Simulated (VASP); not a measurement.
# CsRu (R-3m) in VASP: single point with PBEsol

Aim: the single point of CsRu with PBEsol.

All numbers are computed with VASP 6.6.1; they aren't measurements. Logs are shortened: lines on timing, memory, paths and dates and some standing lists are left out, and cuts for length are marked.

### 1 The cell of the first run

The structure is trigonal, space group R-3m (No. 166). Conventional cell: a = 3.594 Å, b = 3.594 Å, c = 17.210 Å, α = 90.00°, β = 90.00°, γ = 120.00°. Within 4.7 Å of Cs (site symmetry -3m) lie 6 Ru at 3.54 Å and 6 Cs at 3.59 Å. Within 4.7 Å of Ru (site symmetry -3m) lie 6 Cs at 3.54 Å and 6 Ru at 3.59 Å.

### 2 Single point, PBEsol, non-collinear spin, zero start, spin-orbit coupling

INCAR reads:

```
SYSTEM = CsRu
ALGO = Normal
EDIFF = 1E-6
ENCUT = 520
GGA = PS
GGA_COMPAT = .False.
ISIF = 2
ISMEAR = 1
LASPH = .True.
LCHARG = .False.
LMAXMIX = 4
LNONCOLLINEAR = .True.
LORBIT = 11
LORBMOM = .True.
LREAL = .False.
LSORBIT = .True.
LWAVE = .False.
MAGMOM = 0 0 0 0 0 0
NBANDS = 35
NELM = 150
PREC = Accurate
SIGMA = 0.05
```

KPOINTS reads:

```
k-points
0
Gamma
  7 7 7
  0 0 0
```

POSCAR reads:

```
CsRu
1.0
    1.7971485000      1.0375841700      5.7366303300
   -1.7971485000      1.0375841700      5.7366303300
    0.0000000000     -2.0751683400      5.7366303300
Cs Ru
1 1
Direct
    0.5000000000      0.5000000000      0.5000000000
    0.0000000000      0.0000000000      0.0000000000
```

Potentials or basis: VASP PAW PBE potentials, release 64 (Cs_sv, Ru_pv).

Launch:

```console
$ cat potpaw_PBE.64/Cs_sv/POTCAR potpaw_PBE.64/Ru_pv/POTCAR > POTCAR
$ mpirun -np 1 vasp_ncl > vasp.out
```

OUTCAR:

```text
SYSTEM = CsRu
   EDIFF = 1E-6
   ENCUT = 520
   GGA = PS
   ISIF = 2
   ISMEAR = 1
   LASPH = .True.
   LNONCOLLINEAR = .True.
   LORBIT = 11
   LREAL = .False.
   LSORBIT = .True.
   NELM = 150
   PREC = Accurate

 ion  position               nearest neighbor table
   1  0.500  0.500  0.500-
   2  0.000  0.000  0.000-

  LATTYP: Found a trigonal (rhomboedric) cell.
 ALAT       =     6.1004304097
 COS(alpha) =     0.8264290780

  Lattice vectors:

 A1 = (   1.7971485000,   1.0375841700,   5.7366303300)
 A2 = (  -1.7971485000,   1.0375841700,   5.7366303300)
 A3 = (   0.0000000000,  -2.0751683400,   5.7366303300)

Analysis of symmetry for initial positions (statically):
=====================================================================
 Subroutine PRICEL returns:
 Original cell was already a primitive cell.

 Routine SETGRP: Setting up the symmetry group for a
 trigonal (rhombohedral) supercell.

 Subroutine GETGRP returns: Found 12 space group operations
 (whereof 12 operations were pure point group operations)
 out of a pool of 12 trial point group operations.

The static configuration has the point symmetry D_3d.

Analysis of symmetry for dynamics (positions and initial velocities):
=====================================================================
 Subroutine PRICEL returns:
 Original cell was already a primitive cell.

 Routine SETGRP: Setting up the symmetry group for a
 trigonal (rhombohedral) supercell.

 Subroutine GETGRP returns: Found 12 space group operations
 (whereof 12 operations were pure point group operations)
 out of a pool of 12 trial point group operations.

The dynamic configuration has the point symmetry D_3d.

Analysis of structural, dynamic, and magnetic symmetry:
=====================================================================
 Subroutine PRICEL returns:
 Original cell was already a primitive cell.

 Routine SETGRP: Setting up the symmetry group for a
 trigonal (rhombohedral) supercell.

 Subroutine GETGRP returns: Found 12 space group operations
 (whereof 12 operations were pure point group operations)
 out of a pool of 12 trial point group operations.

The overall configuration has the point symmetry D_3d.

 Subroutine INISYM returns: Found 12 space group operations
 (whereof 12 operations are pure point group operations),
 and found     1 'primitive' translations

----------------------------------------------------------------------------------------

                                     Primitive cell

  volume of cell :      64.1823

  direct lattice vectors                    reciprocal lattice vectors
     1.797148500  1.037584170  5.736630330     0.278218522  0.160629539  0.058106121
    -1.797148500  1.037584170  5.736630330    -0.278218522  0.160629539  0.058106121
     0.000000000 -2.075168340  5.736630330     0.000000000 -0.321259078  0.058106121

  length of vectors
     6.100430410  6.100430410  6.100430410     0.326471616  0.326471616  0.326471616

  position of ions in fractional coordinates (direct lattice)
     0.500000000  0.500000000  0.500000000
     0.000000000  0.000000000  0.000000000

  ion indices of the primitive-cell ions
   primitive index   ion index
                 1           1
                 2           2

----------------------------------------------------------------------------------------

 KPOINTS: k-points

Automatic generation of k-mesh.
 Grid dimensions read from file:
 generate k-points for:    7    7    7

 Generating k-lattice:

  Cartesian coordinates                     Fractional coordinates (reciprocal lattice)
[... 91 lines left out ...]
 Methfessel and Paxton  Order N= 1 SIGMA  =   0.05
  energy-cutoff  :      520.00
  volume of cell :       64.18
 maximum number of plane-waves:      3500
 NGX is ok and might be reduce to    48
   NGX = 23   NGY = 23   NGZ = 23

 number of electron      23.0000001 magnetization       0.0000000      0.0000000      0.0000000

 number of electron      23.0000001 magnetization      -0.0000000     -0.0000000     -0.0000000

 number of electron      23.0000001 magnetization      -0.0000000      0.0000000      0.0000000

 number of electron      23.0000001 magnetization      -0.0000000      0.0000000     -0.0000000

 Free energy of the ion-electron system (eV)
  ---------------------------------------------------
  ext. energy  EPLUGINS =         0.00000000
  ---------------------------------------------------
  free energy    TOTEN  =        -6.85201926 eV

  energy without entropy =       -6.85158210  energy(sigma->0) =       -6.85187354

 E-fermi :   3.6315     XC(G=0):  -9.7973

 val. band max:        3.6253227274   @ k =  -0.2857   0.1429   0.0000
 cond. band min:       3.6373357053   @ k =   0.0000   0.0000   0.0000
 fundamental gap:      0.0120129779
 Fermi energy:         3.6314561928

 k-point     1 :       0.0000    0.0000    0.0000
  band No.  band energies     occupation
      1     -39.9534      1.00000
      2     -39.9534      1.00000
      3     -36.7621      1.00000
      4     -36.7620      1.00000
      5     -36.5614      1.00000
      6     -36.5614      1.00000
[... 901 lines left out ...]
     34      10.0196      0.00000
     35      10.9205      0.00000

 [... further k-points ...]
[... 5 lines left out ...]
  --------------------------------------------------------------------------------------
  -------------------------------------------------------------------------------------
  Total       -3.3272652     -3.3272652     -1.5388374      0.0000000     -0.0000000      0.0000000
  in kB      -83.0582123    -83.0582122    -38.4138544      0.0000000     -0.0000000      0.0000000
  external PRESSURE =     -68.1767596 kB  Pullay stress =       0.0000000 kB

 VOLUME and BASIS-vectors are now :
 -----------------------------------------------------------------------------
  energy-cutoff  :      520.00
  volume of cell :       64.18
      direct lattice vectors                 reciprocal lattice vectors
     1.797148500  1.037584170  5.736630330     0.278218522  0.160629539  0.058106121
    -1.797148500  1.037584170  5.736630330    -0.278218522  0.160629539  0.058106121
     0.000000000 -2.075168340  5.736630330     0.000000000 -0.321259078  0.058106121

 POSITION                                       TOTAL-FORCE (eV/Angst)
 -----------------------------------------------------------------------------------
      0.00000      0.00000      8.60495         0.000000     -0.000000     -0.000000
      0.00000      0.00000      0.00000         0.000000      0.000000      0.000000
 -----------------------------------------------------------------------------------
    total drift:                               -0.000000     -0.000000     -0.000000

  FREE ENERGIE OF THE ION-ELECTRON SYSTEM (eV)
  ---------------------------------------------------
  free  energy   TOTEN  =        -6.8520192622 eV

  energy  without entropy=       -6.8515821001  energy(sigma->0) =       -6.85187354

 orbital moment (x)

 # of ion     p       d       tot
 ----------------------------------------
  1         0.000  -0.000  -0.000
  2         0.000   0.000   0.000
 ----------------------------------------
            0.000   0.000   0.000

 orbital moment (y)

 # of ion     p       d       tot
 ----------------------------------------
  1        -0.000   0.000  -0.000
  2         0.000   0.000   0.000
 ----------------------------------------
           -0.000   0.000  -0.000

 orbital moment (z)

 # of ion     p       d       tot
 ----------------------------------------
  1         0.000   0.000   0.000
  2         0.000  -0.000  -0.000
 ----------------------------------------
            0.000  -0.000  -0.000

 Spin-Orbit-Coupling matrix elements

 Ion:    1  E_soc:     -0.3460510
 l=   1
     0.0000000    -0.0581913    -0.0561912
    -0.0581913     0.0000000    -0.0581913
    -0.0561912    -0.0581913     0.0000000
 l=   2
     0.0000000    -0.0000395     0.0000000    -0.0000395    -0.0000031
    -0.0000395     0.0000000    -0.0001258    -0.0000392    -0.0000395
     0.0000000    -0.0001258     0.0000000    -0.0001258     0.0000000
    -0.0000395    -0.0000392    -0.0001258     0.0000000    -0.0000395
    -0.0000031    -0.0000395     0.0000000    -0.0000395     0.0000000
 l=   3
     0.0000000     0.0000000     0.0000000     0.0000000     0.0000000     0.0000000     0.0000000
     0.0000000     0.0000000     0.0000000     0.0000000     0.0000000     0.0000000     0.0000000
     0.0000000     0.0000000     0.0000000     0.0000000     0.0000000     0.0000000     0.0000000
     0.0000000     0.0000000     0.0000000     0.0000000     0.0000000     0.0000000     0.0000000
     0.0000000     0.0000000     0.0000000     0.0000000     0.0000000     0.0000000     0.0000000
     0.0000000     0.0000000     0.0000000     0.0000000     0.0000000     0.0000000     0.0000000
     0.0000000     0.0000000     0.0000000     0.0000000     0.0000000     0.0000000     0.0000000

 Ion:    2  E_soc:     -0.3684404
 l=   1
     0.0000000    -0.0365345    -0.0369085
    -0.0365345     0.0000000    -0.0365345
    -0.0369085    -0.0365345     0.0000000
 l=   2
     0.0000000    -0.0066382     0.0000000    -0.0066382    -0.0147301
    -0.0066382     0.0000000    -0.0123476    -0.0082644    -0.0066382
     0.0000000    -0.0123476     0.0000000    -0.0123476     0.0000000
    -0.0066382    -0.0082644    -0.0123476     0.0000000    -0.0066382
    -0.0147301    -0.0066382     0.0000000    -0.0066382     0.0000000
 l=   3
     0.0000000     0.0000000     0.0000000     0.0000000     0.0000000     0.0000000     0.0000000
     0.0000000     0.0000000     0.0000000     0.0000000     0.0000000     0.0000000     0.0000000
     0.0000000     0.0000000     0.0000000     0.0000000     0.0000000     0.0000000     0.0000000
     0.0000000     0.0000000     0.0000000     0.0000000     0.0000000     0.0000000     0.0000000
     0.0000000     0.0000000     0.0000000     0.0000000     0.0000000     0.0000000     0.0000000
     0.0000000     0.0000000     0.0000000     0.0000000     0.0000000     0.0000000     0.0000000
     0.0000000     0.0000000     0.0000000     0.0000000     0.0000000     0.0000000     0.0000000

 total charge

# of ion       s       p       d       tot
------------------------------------------
    1        1.856   4.610   0.121   6.586
    2        0.265   6.010   5.986  12.261
--------------------------------------------------
tot          2.121  10.620   6.106  18.848

 magnetization (x)

# of ion       s       p       d       tot
------------------------------------------
    1        0.000   0.000   0.000   0.000
    2        0.000   0.000   0.000   0.000
--------------------------------------------------
tot          0.000   0.000   0.000   0.000

 magnetization (y)

# of ion       s       p       d       tot
------------------------------------------
    1        0.000   0.000   0.000   0.000
    2        0.000   0.000   0.000   0.000
--------------------------------------------------
tot          0.000   0.000   0.000   0.000

 magnetization (z)

# of ion       s       p       d       tot
------------------------------------------
    1        0.000   0.000   0.000   0.000
    2        0.000   0.000   0.000   0.000
--------------------------------------------------
tot          0.000   0.000   0.000   0.000
```

Wall time 12 min (1 thread of Intel Xeon 6975P-C, shared host); peak memory 0.79 GiB.

Results:

- Free energy: -6.8520 eV
- Pressure: -6.8 GPa
- Net moment: 0.00 μB per cell
- Valence electrons inside the program's atomic spheres: Cs 6.59; Ru 12.26

Moments on the atoms (μB; x, y, z):
```
Cs  0.00 0.00 0.00
Ru  0.00 0.00 0.00
```

Caveat: the PAW data sets were made with another functional, which shifts forces and pressure a little.
